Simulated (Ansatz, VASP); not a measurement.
## Ru: VASP beside Ansatz

```
CELL_PARAMETERS angstrom
1.35037 0.77964 6.42806
-1.35037 0.77964 6.42806
0.00000 -1.55928 6.42806
ATOMIC_POSITIONS crystal
Ru 0.00000 0.00000 0.00000
Ru 0.22062 0.22062 0.22062
Ru 0.77938 0.77938 0.77938
```

Alike in both runs: functional r2SCAN; k mesh 9 × 9 × 9; occupations gaussian, width 0.1 eV; no spin polarisation.

Ansatz relaxed the structure, and its values are those at the end. VASP's run is a single point on that final structure, the one shown.

|  | VASP | Ansatz |
| --- | --- | --- |
| version | VASP 6.6.1 | Ansatz 0.2.0 |
| potentials or method | VASP PAW PBE potentials, release 64 (Ru_sv), cutoff 660 eV | scalar-relativistic, plane waves, PAW |
| valence electrons in the cell | 48 | 48 |

VASP gave:

```
gap on the k mesh at the Fermi level (eV) : none
pressure (GPa)                            : 0.0
rms of the force components (eV/Å)        : 0.009
```

Question: Which values does Ansatz return?

Answer: gap on the k mesh at the Fermi level (eV): none; pressure (GPa): -0.1; rms of the force components (eV/Å): 0.011.

VASP's potentials were made for PBE, not for r2SCAN. A gap of «none» marks a metal or a gap that the smearing closes. With one functional, cell and mesh, what is left measures potentials, basis and numerics.
